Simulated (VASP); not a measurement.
A run of VASP 6.6.1 is set up as follows.

File INCAR:

```
SYSTEM = Cu3N
PREC = Accurate
ENCUT = 600
EDIFF = 1E-6
ISMEAR = -1
SIGMA = 0.05
LREAL = .FALSE.
LASPH = .TRUE.
NELM = 120
ALGO = Normal
ISIF = 2
LWAVE = .FALSE.
LCHARG = .FALSE.
GGA = PS
NBANDS = 27
GGA_COMPAT = .FALSE.
```

Contents of KPOINTS:

```
regular mesh
0
G
  5 5 5
  0 0 0
```

The input POSCAR:

```
Cu3N
1.0
    3.8322126553      0.0000000000      0.0000000000
    0.0000000000      3.8322126553      0.0000000000
    0.0000000000      0.0000000000      3.8322126553
Cu N
3 1
Direct
    0.5000000000      0.0000000000      0.0000000000
    0.0000000000      0.5000000000      0.0000000000
    0.0000000000      0.0000000000      0.5000000000
    0.0000000000      0.0000000000      0.0000000000
```

Potentials or basis: VASP PAW PBE potentials, release 64 (Cu, N).

Run with:

```sh
$ cat potpaw_PBE.64/Cu/POTCAR potpaw_PBE.64/N/POTCAR > POTCAR
$ mpirun -np 1 vasp_std > vasp.out
```

Problem. What does it give for the band gap on the k mesh?

Solution. 1.29 eV (least direct gap 1.79 eV).

Problem. Estimate the pressure.

Solution. -5.8 GPa.

Caveat: the cell stands under tension; the PAW data sets were made with another functional, which shifts forces and pressure a little; an odd mesh through Γ misses points on the zone boundary, where band edges can lie.
